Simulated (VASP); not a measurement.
# Mo (Im-3m) in VASP: notebook, part 2 of 2

VASP 6.6.1. Earlier steps stand in the parts before.

## (3) Single point, PBE

This run uses another cell than the first one: it holds 27 atoms, not 1.

File INCAR:

```
SYSTEM = Mo
ALGO = Fast
EDIFF = 1E-6
ENCUT = 520
GGA = PE
ISIF = 2
ISMEAR = -1
LASPH = .True.
LCHARG = .False.
LREAL = Auto
LUSENCCL = .False.
LWAVE = .False.
NBANDS = 208
NELM = 60
PREC = Accurate
SIGMA = 0.05
```

File KPOINTS:

```
k-points
0
Gamma
  4 4 4
  0 0 0
```

File POSCAR:

```
Mo
1.0
   -4.7202450000      4.7202450000      4.7202450000
    4.7202450000     -4.7202450000      4.7202450000
    4.7202450000      4.7202450000     -4.7202450000
Mo
27
Direct
    0.0000000000      0.0000000000      0.0000000000
    0.0000000000      0.0000000000      0.3333333333
    0.0000000000      0.0000000000      0.6666666667
    0.0000000000      0.3333333333      0.0000000000
    0.0000000000      0.3333333333      0.3333333333
    0.0000000000      0.3333333333      0.6666666667
    0.0000000000      0.6666666667      0.0000000000
    0.0000000000      0.6666666667      0.3333333333
    0.0000000000      0.6666666667      0.6666666667
    0.3333333333      0.0000000000      0.0000000000
    0.3333333333      0.0000000000      0.3333333333
    0.3333333333      0.0000000000      0.6666666667
    0.3333333333      0.3333333333      0.0000000000
    0.3333333333      0.3333333333      0.3333333333
    0.3333333333      0.3333333333      0.6666666667
    0.3333333333      0.6666666667      0.0000000000
    0.3333333333      0.6666666667      0.3333333333
    0.3333333333      0.6666666667      0.6666666667
    0.6666666667      0.0000000000      0.0000000000
    0.6666666667      0.0000000000      0.3333333333
    0.6666666667      0.0000000000      0.6666666667
    0.6666666667      0.3333333333      0.0000000000
    0.6666666667      0.3333333333      0.3333333333
    0.6666666667      0.3333333333      0.6666666667
    0.6666666667      0.6666666667      0.0000000000
    0.6666666667      0.6666666667      0.3333333333
    0.6666666667      0.6666666667      0.6666666667
```

Potentials or basis: VASP PAW PBE potentials, release 64 (Mo_sv).

Run with:

```
$ cat potpaw_PBE.64/Mo_sv/POTCAR > POTCAR
$ mpirun -np 1 vasp_std > vasp.out
```

OUTCAR:

```text
SYSTEM = Mo
   EDIFF = 1E-6
   ENCUT = 520
   GGA = PE
   ISIF = 2
   ISMEAR = -1
   LASPH = .True.
   LREAL = Auto
   NELM = 60
   PREC = Accurate

 ion  position               nearest neighbor table
   1  0.000  0.000  0.000-   2 2.73   3 2.73   4 2.73   7 2.73  10 2.73  14 2.73  19 2.73  27 2.73
                            13 3.15   9 3.15   5 3.15  21 3.15  25 3.15  11 3.15
   2  0.000  0.000  0.333-   1 2.73   5 2.73   8 2.73  11 2.73  20 2.73  25 2.73  15 2.73   3 2.73
                            19 3.15  14 3.15   7 3.15  26 3.15   6 3.15  12 3.15
   3  0.000  0.000  0.667-   1 2.73   6 2.73   9 2.73  12 2.73  13 2.73  21 2.73  26 2.73   2 2.73
                            15 3.15   4 3.15  10 3.15  27 3.15  20 3.15   8 3.15
   4  0.000  0.333  0.000-   1 2.73   5 2.73   6 2.73  13 2.73  21 2.73  22 2.73  17 2.73   7 2.73
                            19 3.15  14 3.15   3 3.15  24 3.15  16 3.15   8 3.15
   5  0.000  0.333  0.333-   2 2.73   4 2.73  14 2.73  19 2.73  23 2.73  18 2.73   6 2.73   8 2.73
                            20 3.15  22 3.15   1 3.15  17 3.15  15 3.15   9 3.15
   6  0.000  0.333  0.667-   3 2.73   4 2.73  15 2.73  24 2.73  20 2.73  16 2.73   5 2.73   9 2.73
                            21 3.15  13 3.15   2 3.15   7 3.15  23 3.15  18 3.15
   7  0.000  0.667  0.000-   1 2.73   8 2.73   9 2.73  11 2.73  16 2.73  25 2.73  24 2.73   4 2.73
                            17 3.15   2 3.15  10 3.15  27 3.15  22 3.15   6 3.15
   8  0.000  0.667  0.333-   2 2.73   7 2.73  17 2.73  26 2.73  22 2.73  12 2.73   5 2.73   9 2.73
                            25 3.15  11 3.15   3 3.15  23 3.15   4 3.15  18 3.15
   9  0.000  0.667  0.667-   3 2.73   7 2.73  10 2.73  18 2.73  27 2.73  23 2.73   6 2.73   8 2.73
[... 43 lines left out ...]
 A1 = (  -4.7202450000,   4.7202450000,   4.7202450000)
 A2 = (   4.7202450000,  -4.7202450000,   4.7202450000)
 A3 = (   4.7202450000,   4.7202450000,  -4.7202450000)

Analysis of symmetry for initial positions (statically):
=====================================================================
 Subroutine PRICEL returns following result:

  LATTYP: Found a body centered cubic cell.
 ALAT       =     3.1468299997

  Lattice vectors:

 A1 = (  -1.5734149998,   1.5734149998,   1.5734149998)
 A2 = (   1.5734149998,  -1.5734149998,   1.5734149998)
 A3 = (   1.5734149998,   1.5734149998,  -1.5734149998)

[... 145 lines left out ...]
 non-spin polarized calculation
 RMM-DIIS sequential band-by-band and
  energy-cutoff  :      520.00
  volume of cell :      420.68
 maximum number of plane-waves:     11393
 NGX is ok and might be reduce to    64

 number of electron     378.0000004 magnetization

 Free energy of the ion-electron system (eV)
  ---------------------------------------------------
  ext. energy  EPLUGINS =         0.00000000
  ---------------------------------------------------
  free energy    TOTEN  =      -295.62993908 eV

  energy without entropy =     -295.56409531  energy(sigma->0) =     -295.59701719

 E-fermi :  12.5977     XC(G=0): -13.4088

 val. band max:       12.5388600997   @ k =   0.5000   0.5000   0.2500
 cond. band min:      12.6073665358   @ k =   0.5000   0.5000   0.2500
 fundamental gap:      0.0685064361
 Fermi energy:        12.5977032808

 k-point     1 :       0.0000    0.0000    0.0000
  band No.  band energies     occupation
      1     -48.6348      2.00000
      2     -48.4347      2.00000
      3     -48.4347      2.00000
      4     -48.4347      2.00000
      5     -48.4347      2.00000
      6     -48.4347      2.00000
[... 1621 lines left out ...]
    200      12.3259      1.99133
    201      12.9874      0.00082
 [bands above 201 left out]

------------------------ aborting loop because EDIFF is reached ----------------------------------------

  FORCE on cell =-STRESS in cart. coord.  units (eV):
  Direction    XX          YY          ZZ          XY          YZ          ZX
  --------------------------------------------------------------------------------------
  -------------------------------------------------------------------------------------
  Total       10.2478388     10.2478388     10.2478388     -0.0000000     -0.0000000      0.0000000
  in kB       39.0291644     39.0291644     39.0291644     -0.0000000     -0.0000000      0.0000000
  external PRESSURE =      39.0291644 kB  Pullay stress =       0.0000000 kB

 VOLUME and BASIS-vectors are now :
 -----------------------------------------------------------------------------
  energy-cutoff  :      520.00
  volume of cell :      420.68
      direct lattice vectors                 reciprocal lattice vectors
    -4.720245000  4.720245000  4.720245000     0.000000000  0.105926705  0.105926705
     4.720245000 -4.720245000  4.720245000     0.105926705  0.000000000  0.105926705
     4.720245000  4.720245000 -4.720245000     0.105926705  0.105926705  0.000000000

 POSITION                                       TOTAL-FORCE (eV/Angst)
 -----------------------------------------------------------------------------------
      0.00000      0.00000      0.00000         0.000000      0.000000      0.000000
      1.57341      1.57341     -1.57341        -0.000000     -0.000000      0.000000
      3.14683      3.14683     -3.14683         0.000000      0.000000      0.000000
      1.57341     -1.57341      1.57341        -0.000000     -0.000000      0.000000
      3.14683      0.00000      0.00000         0.000000      0.000000      0.000000
      4.72025      1.57342     -1.57342        -0.000000     -0.000000     -0.000000
[... 19 lines left out ...]
      1.57341      1.57341      4.72025         0.000000      0.000000      0.000000
      3.14683      3.14683      3.14683         0.000000      0.000000     -0.000000
 -----------------------------------------------------------------------------------
    total drift:                                0.000000      0.000000     -0.000000

  FREE ENERGIE OF THE ION-ELECTRON SYSTEM (eV)
  ---------------------------------------------------
  free  energy   TOTEN  =      -295.6299390768 eV

  energy  without entropy=     -295.5640953070  energy(sigma->0) =     -295.59701719
```

Run time: 8.6 min. Hardware: 1 × NVIDIA H100 80GB with 1 thread of Intel Xeon Platinum 8481C at 2.70GHz (Sapphire Rapids), shared host; peak memory 1.7 GiB.

Results:

| Quantity | Value |
| --- | --- |
| Free energy | -295.6299 eV |
| Pressure | 3.9 GPa |
| Band gap on the k mesh | zero (band 189 reaches 13.35 eV, above the bottom of band 190 at 11.80 eV) |
